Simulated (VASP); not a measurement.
Here is a VASP 6.6.1 calculation.

The input INCAR:

```
PREC = Accurate ; ENCUT = 520
EDIFF = 1E-6 ; ISMEAR = 0
SIGMA = 0.1 ; LREAL = F
LASPH = T ; NELM = 100
ALGO = Normal ; ISIF = 2
LWAVE = F ; LCHARG = F
LDIPOL = T ; IDIPOL = 3
DIPOL = 0.5 0.5 0.500 ; IBRION = 2
NSW = 70 ; EDIFFG = -0.03
```

Contents of KPOINTS:

```
regular mesh
0
Gamma
  9 9 1
```

File POSCAR:

```
Mo
1.0
    3.1111816891      0.0000000000      0.0000000000
    0.0000000000      3.1111816891      0.0000000000
    0.0000000000      0.0000000000     18.6667725336
Mo
4
Selective dynamics
Direct
    0.5000000000      0.5000000000      0.3749978732  F F F
    0.0000000000      0.0000000000      0.4583326244  F F F
    0.5000000000      0.5000000000      0.5416673756  T T T
    0.0000000000      0.0000000000      0.6250021268  T T T
```

Potentials or basis: VASP PAW LDA potentials, release 64 (Mo_sv).

Run with:

```console
$ cat potpaw_LDA.64/Mo_sv/POTCAR > POTCAR
$ mpirun -np 1 vasp_std > vasp.out
```

Problem. Estimate the energy gained by relaxing.

Solution. 46.7 meV/atom.

Problem. What does it give for the band gap on the k mesh?

Solution. Zero (bands 28 and 29 overlap by 1.73 eV).

Step by step:
| step | energy change (eV) | largest force on free atoms (eV/Å) | pressure (GPa) |
| --- | --- | --- | --- |
| 1 | 0.0000 | 1.7472 | -6.50 |
| 2 | -0.1714 | 0.5090 | -5.30 |
| 3 | -0.1752 | 0.2455 | -5.06 |
| 4 | -0.1802 | 0.2028 | -4.88 |
| 5 | -0.1867 | 0.0570 | -4.33 |
| 6 | -0.1867 | 0.0613 | -4.34 |
| 7 | -0.1867 | 0.0567 | -4.41 |
| 8 | -0.1868 | 0.0018 | -4.38 |
